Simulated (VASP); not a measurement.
Runs of VASP 6.6.1 on SnO. The structure is that of space group P4/nmm (No. 129), or close to it. The cells are those of the table. 

```csv
task,cell,gap on the mesh (eV),pressure (GPa),largest force (eV/Å)
single point,"a = 3.827, b = 3.827, c = 4.868 Å, 4 atoms",(c),2.5,0.15
electric field gradients,"a = 3.789, b = 3.789, c = 4.820 Å, 4 atoms",(b),5.5,0.59
electric field gradients,"a = 3.802, b = 3.802, c = 4.691 Å, 4 atoms",0.06,(a),0.99
single point,"a = 3.852, b = 3.852, c = 4.900 Å, 4 atoms",0.17,0.7,0.10
```

Alike in all rows: level PBE; potentials or basis VASP PAW PBE potentials, release 64 (Sn_d, O); no spin polarisation; k mesh 8 × 8 × 6; cutoff (eV) 520; smearing fermi-dirac 0.01 eV.

Q: Estimate the missing entries.

A: (a) 7.3; (b) none; (c) 0.10.

Caveats: semilocal functionals underestimate gaps, and a narrow one can read as zero; spin-orbit coupling is left out, which moves the levels of the heavy elements; the cell stands under pressure (at least some runs).

A k mesh can miss the band edges, and the runs leave out spin-orbit coupling on Sn.
